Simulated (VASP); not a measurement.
# GaN: single point with PBE

GaN:

```
Ga N
1.0
     2.98662    0.00000    0.00000
    -1.49331    2.58649    0.00000
     0.00000    0.00000    2.68075
Ga N
1 1
Direct
  0.66667 0.33333 0.00000
  0.33333 0.66667 0.50000
```

| Quantity | Value |
| --- | --- |
| Program | VASP 6.6.1 |
| Task | single point |
| Functional | PBE |
| Potentials or basis | VASP PAW PBE potentials, release 64 (Ga_d, N) |
| Cutoff | 520 eV |
| k mesh | 12 × 12 × 8 |
| Occupations | gaussian, width 0.1 eV |
| Spin | no spin polarisation |

```
Pressure               : 0.4 GPa
Band gap on the k mesh : zero (bands 9 and 10 overlap by 1.17 eV)
```

Stress tensor (GPa, compression positive):
```
0.32 0.00 0.00
0.00 0.32 0.00
0.00 0.00 0.61
```

Levels at points of the mesh, in eV from the Fermi level:
| k point | band 7 | band 8 | band 9 | band 10 | band 11 | band 12 |
| --- | --- | --- | --- | --- | --- | --- |
| (0.00, 0.00, 0.00) | -1.24 | -1.02 | -1.02 | -0.33 | 9.52 | 9.52 |
| (0.50, 0.00, 0.00) | -8.63 | -2.85 | 0.09 | 2.39 | 7.09 | 11.38 |
| (0.00, 0.00, 0.50) | -9.26 | -0.10 | -0.10 | 5.22 | 5.77 | 12.38 |
| (0.50, 0.00, 0.50) | -6.09 | -5.38 | -1.20 | -0.72 | 7.19 | 7.80 |

Wall time 16 s on 1 thread of Intel(R) Xeon(R) Platinum 8488C (Sapphire Rapids), on a shared host, peak memory 0.15 GiB.
